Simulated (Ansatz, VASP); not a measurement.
Two plane-wave programs on Sb3Se

```
Sb Se
1.0
     5.96243    0.00000    0.00000
     0.00000    5.96243    0.00000
     0.00000    0.00000    5.96243
Sb Se
6 2
Direct
  0.25000 0.00000 0.50000
  0.50000 0.75000 0.00000
  0.75000 0.00000 0.50000
  0.50000 0.25000 0.00000
  0.00000 0.50000 0.75000
  0.00000 0.50000 0.25000
  0.00000 0.00000 0.00000
  0.50000 0.50000 0.50000
```

Change from the starting cell: species swapped into the GaMo3 type (Pm-3n, No. 223).

Alike in both runs: functional PBE; k mesh 4 × 4 × 4; occupations gaussian, width 0.1 eV; no spin polarisation.

Ansatz relaxed the structure, and its values are those at the end. VASP's run is a single point on that final structure, the one shown.

```csv
,VASP,Ansatz
version,VASP 6.6.1,Ansatz 0.2.0
potentials or method,"VASP PAW PBE potentials, release 64 (Sb, Se), cutoff 520 eV","scalar-relativistic, plane waves, PAW"
valence electrons in the cell,42,122
```

|  | VASP | Ansatz | Ansatz less VASP |
| --- | --- | --- | --- |
| gap on the k mesh at the Fermi level (eV) | none | none | - |
| pressure (GPa) | -0.4 | -0.3 | +0.12 |

A gap of «none» marks a metal or a gap that the smearing closes. VASP's potentials hold 42 valence electrons a cell and Ansatz's 122, so a difference there can come from the potentials and not from the codes.

Spin-orbit coupling is off throughout.
